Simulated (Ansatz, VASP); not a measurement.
# Na4AgS3: VASP beside Ansatz

```
Na Ag S
1.0
    -0.00138    3.53111    3.53082
     0.00739    3.53391   -3.53364
    -9.96032   -0.00837    0.01249
Na Ag S
4 1 3
Direct
  0.86558 0.63368 0.83784
  0.36543 0.13545 0.16197
  0.36550 0.13367 0.83794
  0.86529 0.63545 0.16223
  0.86535 0.13440 0.50000
  0.86530 0.13606 0.26891
  0.86560 0.13304 0.73109
  0.36554 0.63465 0.00001
```

Change from the starting cell: cell x1, atoms moved at random (sigma 0.05 Å) and cell strained at random (1.5 %), then relaxed without symmetry.

Alike in both runs: functional PBE; k mesh 4 × 4 × 2; occupations gaussian, width 0.2 eV; no spin polarisation.

Ansatz relaxed the structure, and its values are those at the end. VASP's run is a single point on that final structure, the one shown.

```csv
,VASP,Ansatz
version,VASP 6.6.1,Ansatz 0.2.0
potentials or method,"VASP PAW PBE potentials, release 64 (Na_pv, Ag, S), cutoff 520 eV","scalar-relativistic, plane waves, PAW"
valence electrons in the cell,57,73
```

|  | VASP | Ansatz | Ansatz less VASP |
| --- | --- | --- | --- |
| gap on the k mesh at the Fermi level (eV) | none | none | - |
| pressure (GPa) | 0.0 | 0.0 | +0.02 |
| rms of the force components (eV/Å) | 0.006 | 0.001 | -0.0048 |

A gap of «none» marks a metal or a gap that the smearing closes. With one functional, cell and mesh, what is left measures potentials, basis and numerics. VASP's potentials hold 57 valence electrons a cell and Ansatz's 73, so a difference there can come from the potentials and not from the codes.
